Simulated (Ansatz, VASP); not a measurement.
# AlN: VASP beside Ansatz

Contents of POSCAR:

```
AlN
1.0
   -3.1110021516      0.0000000000      0.0000000000
   -1.5555010758     -2.6942068945      0.0000000000
   -0.7779060880     -0.4491242893      9.9560000000
Al N
4 4
Direct
    0.1826782083      0.1826782083      0.9037500000
    0.2660282083      0.2660282083      0.4037500000
    0.6410365417      0.6410365417      0.1537500000
    0.5576865417      0.5576865417      0.6537500000
    0.3172884583      0.3172884583      0.0962500000
    0.2339384583      0.2339384583      0.5962500000
    0.6089467917      0.6089467917      0.3462500000
    0.5255967917      0.5255967917      0.8462500000
```

Contents of INCAR.step1:

```
SYSTEM = AlN
PREC     = Accurate       ! precision mode
ENCUT    = 520            ! plane-wave cutoff, eV
ISMEAR   = 0              ! smearing method
SIGMA    = 0.05           ! smearing width, eV
LREAL    = .False.        ! projectors in reciprocal space
LASPH    = .True.         ! aspherical terms in the spheres
NELM     = 100            ! most SCF steps
NBANDS   = 26             ! bands
GGA      = PE             ! functional
ALGO     = Normal         ! electronic algorithm
EDIFF    = 1E-4           ! SCF threshold, eV
LWAVE    = .True.         ! write WAVECAR
LCHARG   = .False.        ! write CHGCAR
```

File INCAR.step2:

```
SYSTEM = AlN
PREC     = Accurate       ! precision mode
ENCUT    = 520            ! plane-wave cutoff, eV
EDIFF    = 1E-7           ! SCF threshold, eV
ISMEAR   = 0              ! smearing method
SIGMA    = 0.05           ! smearing width, eV
LREAL    = .False.        ! projectors in reciprocal space
LASPH    = .True.         ! aspherical terms in the spheres
NELM     = 100            ! most SCF steps
ALGO     = Normal         ! electronic algorithm
ISIF     = 2              ! what is computed and relaxed
LWAVE    = .False.        ! write WAVECAR
LCHARG   = .False.        ! write CHGCAR
METAGGA  = R2SCAN         ! meta-GGA
LMIXTAU  = .True.       
NBANDS   = 26             ! bands
ISTART   = 1
```

File KPOINTS:

```
Automatic mesh
0
Gamma
  8 8 3
  0 0 0
```

Input for Ansatz:

```yaml
crystal:
  lattice:
    - [-3.1110021516, 0.0, 0.0]
    - [-1.5555010758, -2.6942068945, 0.0]
    - [-0.777906088, -0.4491242893, 9.956]
  atoms:
    - { symbol: Al, position: [0.1826782083, 0.1826782083, 0.90375] }
    - { symbol: Al, position: [0.2660282083, 0.2660282083, 0.40375] }
    - { symbol: Al, position: [0.6410365417, 0.6410365417, 0.15375] }
    - { symbol: Al, position: [0.5576865417, 0.5576865417, 0.65375] }
    - { symbol: "N", position: [0.3172884583, 0.3172884583, 0.09625] }
    - { symbol: "N", position: [0.2339384583, 0.2339384583, 0.59625] }
    - { symbol: "N", position: [0.6089467917, 0.6089467917, 0.34625] }
    - { symbol: "N", position: [0.5255967917, 0.5255967917, 0.84625] }
basis:
  ecutwfc: 500
kpoints:
  mp_grid: { grid: [8, 8, 3] }
hamiltonian:
  xc: r2scan
scf:
  occupations: { method: gaussian, width: 0.05 }
output:
  forces: true
  stress: true
  eigenvalues: true
```

Alike in both runs: task single point; functional r2SCAN; k mesh 8 × 8 × 3; occupations gaussian, width 0.05 eV; no spin polarisation.

```csv
,VASP,Ansatz
version,VASP 6.6.1,Ansatz 0.2.0
potentials or method,"VASP PAW PBE potentials, release 64 (Al, N), cutoff 520 eV","scalar-relativistic, plane waves, PAW"
valence electrons in the cell,32,32
```

```csv
,VASP,Ansatz,Ansatz less VASP
gap on the k mesh at the Fermi level (eV),3.99,3.96,-0.034
least direct gap on the mesh (eV),3.99,3.96,-0.034
pressure (GPa),-1.7,-1.3,+0.39
"traceless stress, the component that is largest in VASP (GPa)",7.66,7.60,-0.051
rms of the force components (eV/Å),0.527,0.525,-0.0025
```

VASP's potentials were made for PBE, not for r2SCAN. Atom by atom the forces differ by 0.004 eV/Å (rms over components). The functional is the same, so the differences come from potentials, cutoffs and numerics.
